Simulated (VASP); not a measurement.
# InP (F-43m) in VASP: G0W0 quasiparticle levels with PBE

Aim: the G0W0 quasiparticle levels of InP with PBE.

All numbers are computed with VASP 6.6.1; they aren't measurements. Logs are shortened: lines on timing, memory, paths and dates and some standing lists are left out, and cuts for length are marked.

## 1. The cell of the first run

It takes space group F-43m (No. 216, cubic). The conventional cell has a = 5.904 Å, b = 5.904 Å, c = 5.904 Å, α = 90.00°, β = 90.00°, γ = 90.00°. Within 3.4 Å of In (site symmetry -43m) lie 4 P at 2.56 Å. P (site symmetry -43m) has 4 In at 2.56 Å within 3.4 Å.

## 2. G0W0 quasiparticle levels, PBE

Contents of POSCAR:

```
InP
1.0
    0.0000000000      2.9519763857      2.9519763857
    2.9519763857      0.0000000000      2.9519763857
    2.9519763857      2.9519763857      0.0000000000
In P
1 1
Direct
    0.0000000000      0.0000000000      0.0000000000
    0.2500000000      0.2500000000      0.2500000000
```

Contents of INCAR.step1:

```
PREC = Accurate
ENCUT = 500
EDIFF = 1E-8
ISMEAR = 0
SIGMA = 0.01
LREAL = F
LASPH = T
NELM = 80
ALGO = Normal
LWAVE = T
LCHARG = F
GGA = PE
```

Contents of INCAR.step2:

```
PREC = Accurate
ENCUT = 500
EDIFF = 1E-8
ISMEAR = 0
SIGMA = 0.01
LREAL = F
LASPH = T
NELM = 1
ALGO = Exact
LWAVE = T
LCHARG = F
GGA = PE
NBANDS = 223
LOPTICS = T
ISTART = 1
```

Contents of INCAR.step3:

```
PREC = Accurate
ENCUT = 500
EDIFF = 1E-8
ISMEAR = 0
SIGMA = 0.01
LREAL = F
LASPH = T
ALGO = EVGW0
LWAVE = F
LCHARG = F
GGA = PE
NELMGW = 1
NBANDS = 223
ENCUTGW = 150.0
NOMEGA = 48
PRECFOCK = Fast
ISTART = 1
NBANDSGW = 17
```

Contents of KPOINTS:

```
regular mesh
0
Gamma
  7 7 7
```

Potentials or basis: VASP PAW PBE potentials, release 64 (In_d_GW, P_GW).

Run with:

```
$ cat potpaw_PBE.64/In_d_GW/POTCAR potpaw_PBE.64/P_GW/POTCAR > POTCAR
$ cp INCAR.step1 INCAR
$ mpirun -np 1 vasp_std > vasp.out
$ cp INCAR.step2 INCAR
$ mpirun -np 1 vasp_std > vasp.out
$ cp INCAR.step3 INCAR
$ mpirun -np 1 vasp_std > vasp.out
```

OUTCAR:

```text
PREC = Accurate
   ENCUT = 500
   EDIFF = 1E-8
   ISMEAR = 0
   LREAL = F
   LASPH = T
   GGA = PE
   NELMGW = 1
   ENCUTGW = 150.0
   PRECFOCK = Fast
   ISTART = 1

 ion  position               nearest neighbor table
   1  0.000  0.000  0.000-   2 2.56   2 2.56   2 2.56   2 2.56
   2  0.250  0.250  0.250-   1 2.56   1 2.56   1 2.56   1 2.56

  LATTYP: Found a face centered cubic cell.
 ALAT       =     5.9039527714

  Lattice vectors:

 A1 = (   0.0000000000,   2.9519763857,   2.9519763857)
 A2 = (   2.9519763857,   0.0000000000,   2.9519763857)
 A3 = (   2.9519763857,   2.9519763857,   0.0000000000)

Analysis of symmetry for initial positions (statically):
=====================================================================
 Subroutine PRICEL returns:
 Original cell was already a primitive cell.

 Routine SETGRP: Setting up the symmetry group for a
 face centered cubic supercell.

 Subroutine GETGRP returns: Found 24 space group operations
 (whereof 24 operations were pure point group operations)
 out of a pool of 48 trial point group operations.

The static configuration has the point symmetry T_d .

Analysis of symmetry for dynamics (positions and initial velocities):
=====================================================================
 Subroutine PRICEL returns:
 Original cell was already a primitive cell.

 Routine SETGRP: Setting up the symmetry group for a
 face centered cubic supercell.

 Subroutine GETGRP returns: Found 24 space group operations
 (whereof 24 operations were pure point group operations)
 out of a pool of 48 trial point group operations.

The dynamic configuration has the point symmetry T_d .

 Subroutine INISYM returns: Found 24 space group operations
 (whereof 24 operations are pure point group operations),
 and found     1 'primitive' translations

----------------------------------------------------------------------------------------

                                     Primitive cell

  volume of cell :      51.4480

  direct lattice vectors                    reciprocal lattice vectors
[... 43 lines left out ...]
            Coordinates               Weight
  0.000000  0.000000  0.000000      1.000000
  0.142857  0.000000  0.000000      8.000000
  0.285714  0.000000  0.000000      8.000000
  0.428571  0.000000  0.000000      8.000000
  0.142857  0.142857  0.000000      6.000000
  0.285714  0.142857  0.000000     24.000000
[... 12 lines left out ...]
 -0.428571  0.428571  0.142857     24.000000
 -0.285714  0.428571  0.142857     24.000000
   k-points           NKPTS =     20   k-points in BZ     NKDIM =    343   number of bands    NBANDS=    223
   number of dos      NEDOS =    301   number of ions     NIONS =      2
   total plane-waves  NPLWV =  27000
   dimension x,y,z NGX =    30 NGY =   30 NGZ =   30
   dimension x,y,z NGXF=    60 NGYF=   60 NGZF=   60
   ions per type =               1   1
   NGX,Y,Z   is equivalent  to a cutoff of  11.95, 11.95, 11.95 a.u.
   NGXF,Y,Z  is equivalent  to a cutoff of  23.89, 23.89, 23.89 a.u.
 SYSTEM =  unknown system
   PREC   = accura    normal or accurate (medium, high low for compatibility)
   ISTART =      1    job   : 0-new  1-cont  2-samecut
   ICHARG =      0    charge: 1-file 2-atom 10-const
   ISPIN  =      1    spin polarized calculation?
   LNONCOLLINEAR =      F non collinear calculations
   LSORBIT =      F    spin-orbit coupling
   LASPH  =      T    aspherical Exc in radial PAW
   ENCUT  =  500.0 eV  36.75 Ry    6.06 a.u.   7.61  7.61  7.61*2*pi/ulx,y,z
   NELM   =     60;   NELMIN=  2; NELMDL=  0     # of ELM steps
   EDIFF  = 0.1E-07   stopping-criterion for ELM
   LREAL  =      F    real-space projection
   EDIFFG = 0.1E-06   stopping-criterion for IOM
   NSW    =      0    number of steps for IOM
   IBRION =     -1    ionic relax: 0-MD 1-quasi-New 2-CG
   NFREE  =      0    steps in history (QN), initial steepest desc. (CG)
   ISIF   =      0    stress and relaxation
   ISYM   =      3    0-nonsym 1-usesym 2-fastsym
   POTIM  = 0.5000    time-step for ionic-motion
   TEBEG  =    0.0;   TEEND  =   0.0 temperature during run
   PSTRESS=    0.0 pullay stress
   NELECT =      18.0000    total number of electrons
   NUPDOWN=      -1.0000    fix difference up-down
   EMIN   =  10.00;   EMAX   =-10.00  energy-range for DOS
   EFERMI =   0.00;   METHOD = LEGACY
   ISMEAR =     0;   SIGMA  =   0.01  broadening in eV -4-tet -1-fermi 0-gaus
   EFERMI_NEDOS =   21; number of points for ismear=-14 and -15
   IALGO  =     38    algorithm
   IMIX   =      4    mixing-type and parameters
     AMIX     =   0.40;   BMIX     =  1.00
     AMIX_MAG =   1.60;   BMIX_MAG =  1.00
  volume/ion in A,a.u.               =      25.72       173.59
  Fermi-wavevector in a.u.,A,eV,Ry     =   1.153567  2.179925 18.105499  1.330717
  Thomas-Fermi vector in A             =   2.290210
   LORBIT       =      0    0 simple, 1 ext, 2 COOP (PROOUT), +10 PAW based schemes
   GGA     = PE    functional components
   LHFCALC =     T    Hartree Fock is set to
   PRECFOCK=fast      Normal, Fast or Accurate (Low or Medium for compatibility)
   ENCUT4O =  -1.0   cutoff for four orbital integrals eV
   NKREDX  =     1    reduce k-point grid by
   NKREDY  =     1    reduce k-point grid by
   NKREDZ  =     1    reduce k-point grid by
   AEXX    =    1.0000 exact exchange contribution
   HFSCREEN=    0.0000 screening length (either q_TF or 0.3 A-1)
   HFSCREENC=   0.0000 screening length for correlation (either q_TF or 0.3 A-1)
   ENCUTFOCK=  -1.0 apply spherical cutoff to Coloumb kernel
   IVDW    =     0    specifies the selected vdW correction
   LEPSILON=     F    determine dielectric tensor
   LRPA    =     F    only Hartree local field effects (RPA)
   LRPAFORCE           =     F    calculate RPA forces
   ENCUTGW             = 150.0    cutoff for response function in eV
   ENCUTGWSOFT         = 120.0    soft cutoff for Coulomb kernel in GW response function in eV
   ENCUTLF             =  -1.0    cutoff for local field effects
   NELMGW              =     1    number of iterations in solving QP/BSE equation
   NELMHF              =     1    number of iterations in the inner HF iteration
   NKREDLFX            =     1    NKREDLFY  =   1   NKREDLFZ  =   1
 non-spin polarized calculation
 Gauss-broadening in eV      SIGMA  =   0.01
  energy-cutoff  :      500.00
  volume of cell :       51.45
 maximum number of plane-waves:      1326
  NGX = 18; NGY = 18; NGZ = 18
   NGX = 15   NGY = 15   NGZ = 15
 maximum number of plane-waves:       222
 NGX is ok and might be reduce to    18

 QP shifts <psi_nk| G(iteration)W_0 |psi_nk>: iteration 1
 for sc-GW calculations column KS-energies equals QP-energies in previous step
 and V_xc(KS)=  KS-energies - (<T + V_ion + V_H > + <T+V_H+V_ion>^1  + <V_x>^1)

 k-point   1 :       0.0000    0.0000    0.0000
  band No.  KS-energies  QP-energies   sigma(KS)   V_xc(KS)     V^pw_x(r,r')   Z            occupation Imag(sigma)

      1     -10.4552     -12.7735     -19.9047     -16.6000     -25.3222       0.7015       2.0000      -0.8747
      2     -10.4552     -12.7735     -19.9047     -16.6000     -25.3222       0.7015       2.0000      -0.8747
      3     -10.4552     -12.7735     -19.9047     -16.6000     -25.3222       0.7015       2.0000      -0.8747
      4     -10.3144     -12.6701     -20.0425     -16.6850     -25.3484       0.7016       2.0000      -0.9939
      5     -10.3144     -12.6701     -20.0425     -16.6850     -25.3484       0.7016       2.0000      -0.9939
      6      -7.6643      -8.1106     -12.0113     -11.2752     -18.2152       0.6062       2.0000       0.6215
[... 395 lines left out ...]
      3     -10.3697     -12.7082     -20.0091     -16.6887     -25.4008       0.7043       2.0000      -0.8953
      4     -10.3324     -12.6778     -20.0081     -16.6606     -25.3294       0.7006       2.0000      -0.9807
      5     -10.3003     -12.6563     -20.0475     -16.6968     -25.3655       0.7032       2.0000      -0.9897
      6      -5.3827      -5.9250     -13.2857     -12.4714     -18.6335       0.6660       2.0000       0.4401
[... 9 lines left out ...]
     16      16.0382      16.1100     -10.4271     -10.5250      -3.9714       0.7337       0.0000      -0.7183
     17      16.5968      16.6651     -10.0272     -10.1205      -3.6060       0.7327       0.0000      -0.6837
```

OUTCAR.step1:

```text
PREC = Accurate
   ENCUT = 500
   EDIFF = 1E-8
   ISMEAR = 0
   LREAL = F
   LASPH = T
[... 532 lines left out ...]
 -----------------------------------------------------------------------------------
      0.00000      0.00000      0.00000        -0.000000     -0.000000     -0.000000
      1.47599      1.47599      1.47599         0.000000      0.000000      0.000000
 -----------------------------------------------------------------------------------
    total drift:                               -0.000000     -0.000000     -0.000000

  FREE ENERGIE OF THE ION-ELECTRON SYSTEM (eV)
  ---------------------------------------------------
  free  energy   TOTEN  =        -8.4029104617 eV

  energy  without entropy=       -8.4029104617  energy(sigma->0) =       -8.40291046
```

Run time: 3.3 h. Hardware: 1 thread of Intel Xeon 8259CL, shared host; peak memory 2.4 GiB.

What came out:

```yaml
Quasiparticle_gap: 1.13 eV
Least_direct_quasiparticle_gap: 1.13 eV
Band_gap_of_the_starting_levels_on_the_mesh: 0.59 eV
Least_direct_gap_of_the_starting_levels_on_the_mesh: 0.59 eV
```

Caveat: bands, screening cutoff and mesh are small and nothing is extrapolated, so the quasiparticle values aren't converged; spin-orbit coupling is left out, which moves the levels of the heavy elements.
